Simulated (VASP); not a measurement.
# Si2N (Immm) in VASP: a series of runs, part 3 of 3

VASP 6.6.1.

### 4 Single point, PBE

This run uses another cell than the first one: it holds 6 atoms, not 3.

Contents of INCAR:

```
SYSTEM = Si2N
PREC = Accurate
ENCUT = 520
EDIFF = 1E-6
ISMEAR = 0
SIGMA = 0.1
LREAL = .False.
LASPH = .True.
NELM = 100
ALGO = Normal
ISIF = 2
LWAVE = .False.
LCHARG = .False.
GGA = PE
NBANDS = 22
```

Contents of KPOINTS:

```
regular mesh
0
Gamma
  4 4 6
  0 0 0
```

Contents of POSCAR:

```
Si2N
1.0
    3.6078890192      0.0000000000      0.0000000000
    0.0000000000      7.9732815582      0.0000000000
    0.0000000000      0.0000000000      2.6307475954
Si N
4 2
Direct
    0.5000068521      0.3310364363      0.0000000000
   -0.0000068521      0.8310364363      0.5000000000
    0.4999931479      0.6689635637      0.0000000000
    1.0000068521      0.1689635637      0.5000000000
    0.0000000000      0.0000000000      0.0000000000
    0.5000000000      0.5000000000      0.5000000000
```

Potentials or basis: VASP PAW PBE potentials, release 64 (Si, N).

The run is started by

```console
cat potpaw_PBE.64/Si/POTCAR potpaw_PBE.64/N/POTCAR > POTCAR
mpirun -np 1 vasp_std > vasp.out
```

OUTCAR:

```text
SYSTEM = Si2N
   PREC = Accurate
   ENCUT = 520
   EDIFF = 1E-6
   ISMEAR = 0
   LREAL = .False.
   LASPH = .True.
   NELM = 100
   ISIF = 2
   GGA = PE

 ion  position               nearest neighbor table
   1  0.500  0.331  0.000-   6 1.88   6 1.88   4 2.58   4 2.58   4 2.58   4 2.58   3 2.69
   2  1.000  0.831  0.500-   5 1.88   5 1.88   3 2.58   3 2.58   3 2.58   3 2.58   4 2.69
   3  0.500  0.669  0.000-   6 1.88   6 1.88   2 2.58   2 2.58   2 2.58   2 2.58   1 2.69
   4  0.000  0.169  0.500-   5 1.88   5 1.88   1 2.58   1 2.58   1 2.58   1 2.58   2 2.69
   5  0.000  0.000  0.000-   2 1.88   4 1.88   2 1.88   4 1.88
   6  0.500  0.500  0.500-   1 1.88   3 1.88   1 1.88   3 1.88

  LATTYP: Found a simple orthorhombic cell.
 ALAT       =     2.6307475954
 B/A-ratio  =     1.3714310812
 C/A-ratio  =     3.0308044649

  Lattice vectors:

 A1 = (   0.0000000000,   0.0000000000,   2.6307475954)
 A2 = (   3.6078890192,   0.0000000000,   0.0000000000)
 A3 = (   0.0000000000,   7.9732815582,   0.0000000000)

Analysis of symmetry for initial positions (statically):
=====================================================================
 Subroutine PRICEL returns:
 Original cell was already a primitive cell.

 Routine SETGRP: Setting up the symmetry group for a
 simple orthorhombic supercell.

 Subroutine GETGRP returns: Found  8 space group operations
 (whereof  4 operations were pure point group operations)
 out of a pool of  8 trial point group operations.

The static configuration has the point symmetry C_2h.
 The point group associated with its full space group is D_2h.

Analysis of symmetry for dynamics (positions and initial velocities):
=====================================================================
 Subroutine PRICEL returns:
 Original cell was already a primitive cell.

 Routine SETGRP: Setting up the symmetry group for a
 simple orthorhombic supercell.

 Subroutine GETGRP returns: Found  8 space group operations
 (whereof  4 operations were pure point group operations)
 out of a pool of  8 trial point group operations.

The dynamic configuration has the point symmetry C_2h.
 The point group associated with its full space group is D_2h.

 Subroutine INISYM returns: Found  8 space group operations
 (whereof  4 operations are pure point group operations),
 and found     1 'primitive' translations

----------------------------------------------------------------------------------------

                                     Primitive cell

  volume of cell :      75.6780

  direct lattice vectors                    reciprocal lattice vectors
     3.607889019  0.000000000  0.000000000     0.277170388  0.000000000  0.000000000
     0.000000000  7.973281558  0.000000000     0.000000000  0.125418875  0.000000000
     0.000000000  0.000000000  2.630747595     0.000000000  0.000000000  0.380120085

  length of vectors
     3.607889019  7.973281558  2.630747595     0.277170388  0.125418875  0.380120085

  position of ions in fractional coordinates (direct lattice)
     0.500006852  0.331036436  0.000000000
     0.999993148  0.831036436  0.500000000
     0.499993148  0.668963564  0.000000000
     0.000006852  0.168963564  0.500000000
     0.000000000  0.000000000  0.000000000
[... 40 lines left out ...]
  0.250000  0.000000  0.000000      2.000000
  0.500000  0.000000  0.000000      1.000000
  0.000000  0.250000  0.000000      2.000000
  0.250000  0.250000  0.000000      4.000000
  0.500000  0.250000  0.000000      2.000000
[... 16 lines left out ...]
  0.250000  0.250000  0.333333      8.000000
  0.500000  0.250000  0.333333      4.000000
 [... further k-points ...]
   k-points           NKPTS =     36   k-points in BZ     NKDIM =     36   number of bands    NBANDS=     22
   number of dos      NEDOS =    301   number of ions     NIONS =      6
   total plane-waves  NPLWV =  33600
   dimension x,y,z NGX =    28 NGY =   60 NGZ =   20
   dimension x,y,z NGXF=    56 NGYF=  120 NGZF=   40
   ions per type =               4   2
   NGX,Y,Z   is equivalent  to a cutoff of  12.90, 12.51, 12.64 a.u.
   NGXF,Y,Z  is equivalent  to a cutoff of  25.80, 25.02, 25.28 a.u.
 SYSTEM =  Si2N
   PREC   = accura    normal or accurate (medium, high low for compatibility)
   ISTART =      0    job   : 0-new  1-cont  2-samecut
   ICHARG =      2    charge: 1-file 2-atom 10-const
   ISPIN  =      1    spin polarized calculation?
   LNONCOLLINEAR =      F non collinear calculations
   LSORBIT =      F    spin-orbit coupling
   LASPH  =      T    aspherical Exc in radial PAW
   ENCUT  =  520.0 eV  38.22 Ry    6.18 a.u.   6.71 14.83  4.89*2*pi/ulx,y,z
   NELM   =    100;   NELMIN=  2; NELMDL= -5     # of ELM steps
   EDIFF  = 0.1E-05   stopping-criterion for ELM
   LREAL  =      F    real-space projection
   EDIFFG = 0.1E-04   stopping-criterion for IOM
   NSW    =      0    number of steps for IOM
   IBRION =     -1    ionic relax: 0-MD 1-quasi-New 2-CG
   NFREE  =      0    steps in history (QN), initial steepest desc. (CG)
   ISIF   =      2    stress and relaxation
   ISYM   =      2    0-nonsym 1-usesym 2-fastsym
   POTIM  = 0.5000    time-step for ionic-motion
   TEBEG  =    0.0;   TEEND  =   0.0 temperature during run
   PSTRESS=    0.0 pullay stress
   NELECT =      26.0000    total number of electrons
   NUPDOWN=      -1.0000    fix difference up-down
   EMIN   =  10.00;   EMAX   =-10.00  energy-range for DOS
   EFERMI =   0.00;   METHOD = LEGACY
   ISMEAR =     0;   SIGMA  =   0.10  broadening in eV -4-tet -1-fermi 0-gaus
   EFERMI_NEDOS =   21; number of points for ismear=-14 and -15
   IALGO  =     38    algorithm
   IMIX   =      4    mixing-type and parameters
     AMIX     =   0.40;   BMIX     =  1.00
     AMIX_MAG =   1.60;   BMIX_MAG =  1.00
  volume/ion in A,a.u.               =      12.61        85.12
  Fermi-wavevector in a.u.,A,eV,Ry     =   1.146593  2.166747 17.887261  1.314677
  Thomas-Fermi vector in A             =   2.283277
   LORBIT       =      0    0 simple, 1 ext, 2 COOP (PROOUT), +10 PAW based schemes
   GGA     = PE    functional components
   LHFCALC =     F    Hartree Fock is set to
   AEXX    =    0.0000 exact exchange contribution
   IVDW    =     0    specifies the selected vdW correction
   LEPSILON=     F    determine dielectric tensor
   LRPA    =     F    only Hartree local field effects (RPA)
 non-spin polarized calculation
 Gauss-broadening in eV      SIGMA  =   0.10
  energy-cutoff  :      520.00
  volume of cell :       75.68
 maximum number of plane-waves:      2064
 NGX is ok and might be reduce to    28

 number of electron      25.9999996 magnetization

 Free energy of the ion-electron system (eV)
  ---------------------------------------------------
  ext. energy  EPLUGINS =         0.00000000
  ---------------------------------------------------
  free energy    TOTEN  =       -37.63017837 eV

  energy without entropy =      -37.62121510  energy(sigma->0) =      -37.62569673

 E-fermi :   8.6797     XC(G=0): -10.7704

 val. band max:        8.6289426217   @ k =   0.0000   0.2500   0.0000
 cond. band min:       8.7945158451   @ k =   0.0000   0.0000   0.1667
 fundamental gap:      0.1655732234
 Fermi energy:         8.6796863848

 k-point     1 :       0.0000    0.0000    0.0000
  band No.  band energies     occupation
      1      -9.9858      2.00000
      2      -9.4963      2.00000
      3      -4.6574      2.00000
      4      -1.2123      2.00000
      5      -0.6391      2.00000
      6       3.1289      2.00000
[... 589 lines left out ...]
     21      14.8669      0.00000
     22      14.8669      0.00000

 [... further k-points ...]

------------------------ aborting loop because EDIFF is reached ----------------------------------------

  FORCE on cell =-STRESS in cart. coord.  units (eV):
  Direction    XX          YY          ZZ          XY          YZ          ZX
  --------------------------------------------------------------------------------------
  -------------------------------------------------------------------------------------
  Total       -0.0142299     -0.0739267     -0.0099082      0.0000000      0.0000000      0.0000000
  in kB       -0.3012616     -1.5651016     -0.2097669      0.0000000      0.0000000      0.0000000
  external PRESSURE =      -0.6920433 kB  Pullay stress =       0.0000000 kB

 VOLUME and BASIS-vectors are now :
 -----------------------------------------------------------------------------
  energy-cutoff  :      520.00
  volume of cell :       75.68
      direct lattice vectors                 reciprocal lattice vectors
     3.607889019  0.000000000  0.000000000     0.277170388  0.000000000  0.000000000
     0.000000000  7.973281558  0.000000000     0.000000000  0.125418875  0.000000000
     0.000000000  0.000000000  2.630747595     0.000000000  0.000000000  0.380120085

 POSITION                                       TOTAL-FORCE (eV/Angst)
 -----------------------------------------------------------------------------------
      1.80397      2.63945      0.00000        -0.000018      0.009672     -0.000000
      3.60786      6.62609      1.31537         0.000018      0.009672      0.000000
      1.80392      5.33383      0.00000         0.000018     -0.009672      0.000000
      0.00002      1.34719      1.31537        -0.000018     -0.009672     -0.000000
      0.00000      0.00000      0.00000         0.000000      0.000000      0.000000
      1.80394      3.98664      1.31537         0.000000      0.000000      0.000000
 -----------------------------------------------------------------------------------
    total drift:                                0.000000     -0.000000     -0.000000

  FREE ENERGIE OF THE ION-ELECTRON SYSTEM (eV)
  ---------------------------------------------------
  free  energy   TOTEN  =       -37.6301783654 eV

  energy  without entropy=      -37.6212151013  energy(sigma->0) =      -37.62569673
```

OSZICAR:

```text
N       E                     dE             d eps       ncg     rms          rms(c)
DAV:   1     0.710138709603E+02    0.71014E+02   -0.11720E+04  1584   0.105E+03
DAV:   2    -0.344027346565E+02   -0.10542E+03   -0.99616E+02  2048   0.187E+02
DAV:   3    -0.409373984193E+02   -0.65347E+01   -0.64437E+01  2044   0.454E+01
DAV:   4    -0.410204935537E+02   -0.83095E-01   -0.83004E-01  1954   0.563E+00
DAV:   5    -0.410214856852E+02   -0.99213E-03   -0.99199E-03  1974   0.589E-01    0.135E+01
DAV:   6    -0.375901323984E+02    0.34314E+01   -0.12463E+01  1874   0.231E+01    0.675E+00
DAV:   7    -0.376636584092E+02   -0.73526E-01   -0.16636E+00  1704   0.796E+00    0.331E+00
DAV:   8    -0.376357683577E+02    0.27890E-01   -0.13763E-01  1924   0.239E+00    0.108E+00
DAV:   9    -0.376293164276E+02    0.64519E-02   -0.34514E-02  1922   0.127E+00    0.192E-01
DAV:  10    -0.376299812542E+02   -0.66483E-03   -0.32324E-03  1794   0.361E-01    0.121E-01
DAV:  11    -0.376301831211E+02   -0.20187E-03   -0.55016E-04  1896   0.150E-01    0.231E-02
DAV:  12    -0.376301752033E+02    0.79178E-05   -0.56250E-05  1950   0.571E-02    0.745E-03
DAV:  13    -0.376301781459E+02   -0.29426E-05   -0.91056E-06  1850   0.180E-02    0.463E-03
DAV:  14    -0.376301783654E+02   -0.21959E-06   -0.20996E-06  1570   0.927E-03
   1 F= -.37630178E+02 E0= -.37625697E+02  d E =-.896326E-02
```

stdout:

```text
POSCAR found type information on POSCAR SiN
 POSCAR found :  2 types and       6 ions
 scaLAPACK will be used
 LDA part: xc-table for (Slater+PW92), standard interpolation
 POSCAR, INCAR and KPOINTS ok, starting setup
 FFT: planning ... GRIDC
 FFT: planning ... GRID_SOFT
 FFT: planning ... GRID
 WAVECAR not read
 entering main loop
```

It took 41 s on 1 thread of Intel Xeon Platinum 8488C (Sapphire Rapids), shared host; peak memory 0.19 GiB.

Results:

* Free energy: -37.6302 eV
* Pressure: -0.1 GPa
* Largest force: 0.010 eV/Å
* Band gap on the k mesh: zero (band 13 reaches 12.49 eV, above the bottom of band 14 at 6.28 eV)

Forces on the atoms (eV/Å):
```
Si   0.000  0.010  0.000
Si   0.000  0.010  0.000
Si   0.000 -0.010  0.000
Si   0.000 -0.010  0.000
N    0.000  0.000  0.000
N    0.000  0.000  0.000
```

Caveat: the k points lie up to 0.44 Å⁻¹ apart.

### 5 Summary

```csv
cell,k mesh,gap on the mesh (eV),pressure (GPa),largest force (eV/Å)
"a = 4.571 Å, angles 146.5, 133.9, 58.1°, 3 atoms",22 × 22 × 22,none,-0.1,0.01
"a = 4.568 Å, angles 146.6, 133.3, 58.6°, 3 atoms",8 × 8 × 8,none,-0.1,0.01
"a = 3.608, b = 7.973, c = 2.631 Å, 6 atoms",4 × 4 × 6,none,-0.1,0.01
```

Alike in all rows: task single point; level PBE; potentials or basis VASP PAW PBE potentials, release 64 (Si, N); no spin polarisation; cutoff (eV) 520; smearing gaussian 0.1 eV.

Caveats: some runs use coarse meshes.

Total energies depend on the potentials used, so only differences within one code and one set of settings carry meaning.
